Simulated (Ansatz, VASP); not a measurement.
# Hg in VASP and in Ansatz

File POSCAR:

```
Hg
1.0
    2.9929184076      0.0000000000      0.5030871254
    0.0000000000      5.4873317671      0.0000000000
   -1.0450040493      0.0000000000      2.8492808733
Hg
2
Direct
    0.7498947160      0.2500000000      0.7503329663
    0.2501052840      0.7500000000      0.2496670337
```

INCAR.step1

```
  ALGO = Normal
  EDIFF = 1E-4
  ENCUT = 520
  GGA = PE
  ISMEAR = -1
  LASPH = True
  LCHARG = False
  LREAL = False
  LWAVE = True
  NBANDS = 19
  NELM = 100
  PREC = Accurate
  SIGMA = 0.02
```

Contents of INCAR.step2:

```
  ALGO = Normal
  EDIFF = 1E-7
  ENCUT = 520
  ISIF = 2
  ISMEAR = -1
  ISTART = 1
  LASPH = True
  LCHARG = False
  LMIXTAU = True
  LREAL = False
  LWAVE = False
  METAGGA = R2SCAN
  NBANDS = 19
  NELM = 100
  PREC = Accurate
  SIGMA = 0.02
```

File KPOINTS:

```
k-points
0
Gamma
  8 6 8
```

Input for Ansatz:

```yaml
crystal:
  lattice:
    - [2.9929184076, 0.0, 0.5030871254]
    - [0.0, 5.4873317671, 0.0]
    - [-1.0450040493, 0.0, 2.8492808733]
  atoms:
    - { symbol: Hg, position: [0.749894716, 0.25, 0.7503329663] }
    - { symbol: Hg, position: [0.250105284, 0.75, 0.2496670337] }
kpoints:
  mp_grid: { grid: [8, 6, 8] }
  band_path:
    path:
      - [0.0, 0.0, 0.0]
      - [0.0, -0.5, 0.0]
      - [0.5, -0.5, 0.0]
      - [0.5, 0.0, 0.0]
      - [0.5, 0.0, -0.5]
      - [0.5, -0.5, -0.5]
      - [0.0, -0.5, -0.5]
      - [0.0, 0.0, -0.5]
      - [0.45, 0.0, -0.45]
    npoints: 1
hamiltonian:
  xc: r2scan
scf:
  occupations: { method: fermi_dirac, width: 0.02 }
  n_extra_bands: 4
output:
  forces: true
  stress: true
  eigenvalues: true
  write_density: true
  write_potential: true
  elf: true
  volumetric_format: npy
```

Alike in both runs: task single point; functional r2SCAN; k mesh 8 × 6 × 8; occupations fermi-dirac, width 0.02 eV; no spin polarisation.

|  | VASP | Ansatz |
| --- | --- | --- |
| version | VASP 6.6.1 | Ansatz 0.2.0 |
| potentials or method | VASP PAW PBE potentials, release 64 (Hg) | plane waves, PAW |
| plane-wave cutoff (eV) | 520 | 500 |
| valence electrons in the cell | 24 | 40 |

|  | VASP | Ansatz | Ansatz less VASP |
| --- | --- | --- | --- |
| pressure (GPa) | 1.9 | 1.5 | -0.37 |
| traceless stress, the component that is largest in VASP (GPa) | 0.16 | 0.32 | +0.158 |

VASP's potentials were made for PBE, not for r2SCAN. VASP's potentials hold 24 valence electrons a cell and Ansatz's 40, so a difference there can come from the potentials and not from the codes.

Spin-orbit coupling is off throughout.
